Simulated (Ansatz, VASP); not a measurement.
Cs: VASP beside Ansatz

```
Cs
1.0
    -3.01602    3.01602    3.01602
     3.01602   -3.01602    3.01602
     3.01602    3.01602   -3.01602
Cs
1
Cartesian
  0.0000 0.0000 0.0000
```

Alike in both runs: task single point; functional LDA; k mesh 4 × 4 × 4; occupations tetrahedron; no spin polarisation.

```csv
,VASP,Ansatz
version,VASP 6.6.1,Ansatz 0.2.0
potentials or method,"VASP PAW LDA potentials, release 64 (Cs_sv), cutoff 500 eV","scalar-relativistic, plane waves, PAW"
valence electrons in the cell,9,9
```

```csv
,VASP,Ansatz,Ansatz less VASP
gap on the k mesh at the Fermi level (eV),none,none,-
pressure (GPa),-0.3,-0.3,+0.02
```

LDA's correlation is that of Perdew and Zunger in VASP and of Perdew and Wang (1992) in Ansatz. A gap of «none» marks a metal or a gap that the smearing closes. Ansatz's warnings: band table not solved further, tetrahedron derivatives may miss energy slope.

The k mesh is coarse, so the values compare programs but aren't converged. Neither program's run includes spin-orbit coupling.
